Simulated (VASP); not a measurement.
Wanted: the native input for a VASP 6.6.1 run.

| Quantity | Value |
| --- | --- |
| Task | single point |
| Functional | PBE |
| Potentials or basis | VASP PAW PBE potentials, release 64 (Ba_sv, Zr_sv, O) |
| Cutoff | 520 eV |
| k mesh | 6 × 6 × 6 |
| Occupations | gaussian, width 0.05 eV |
| Spin | no spin polarisation |
| Dipole correction | no |
| Further INCAR settings | ALGO = Normal; EDIFF = 1e-06; NBANDS = 28 |

The structure of BaZrO3 lies in POSCAR:

```
BaZrO3
1.0
    4.3905750000      0.0000000000      0.0000000000
    0.0000000000      4.3905750000      0.0000000000
    0.0000000000      0.0000000000      4.1815000000
Ba Zr O
1 1 3
Direct
    0.5000000000      0.5000000000      0.5000000000
    0.0000000000      0.0000000000      0.0000000000
    0.5000000000      0.0000000000      0.0000000000
    0.0000000000      0.5000000000      0.0000000000
    0.0000000000      0.0000000000      0.5000000000
```

This cell differs from its parent crystal: strain +0.0500 x Voigt [1, 1, 0, 0, 0, 0].

The input as run:

INCAR

```
SYSTEM = BaZrO3
  PREC = Accurate
  ENCUT = 520
  EDIFF = 1E-6
  ISMEAR = 0
  SIGMA = 0.05
  LREAL = .FALSE.
  LASPH = .TRUE.
  NELM = 80
  ALGO = Normal
  ISIF = 2
  LWAVE = .FALSE.
  LCHARG = .TRUE.
  GGA = PE
  LELF = .TRUE.
  LVHAR = .TRUE.
  NBANDS = 28
```

KPOINTS

```
Automatic mesh
0
G
  6 6 6
  0 0 0
```

Potentials or basis: VASP PAW PBE potentials, release 64 (Ba_sv, Zr_sv, O).

Command:

```sh
$ cat potpaw_PBE.64/Ba_sv/POTCAR potpaw_PBE.64/Zr_sv/POTCAR potpaw_PBE.64/O/POTCAR > POTCAR
$ mpirun -np 1 vasp_std > vasp.out
```

It gave:

```
Pressure               : -7.2 GPa
Band gap on the k mesh : 2.84 eV (least direct gap 3.11 eV)
```

Caveat: the cell differs from its parent crystal (strain +0.0500 x Voigt [1, 1, 0, 0, 0, 0]); the cell stands under tension; spin-orbit coupling is left out, which moves the levels of the heavy elements.

Run time: 77 s on 1 thread of Intel(R) Xeon(R) Platinum 8488C (Sapphire Rapids) (shared host), peak memory 0.24 GiB.
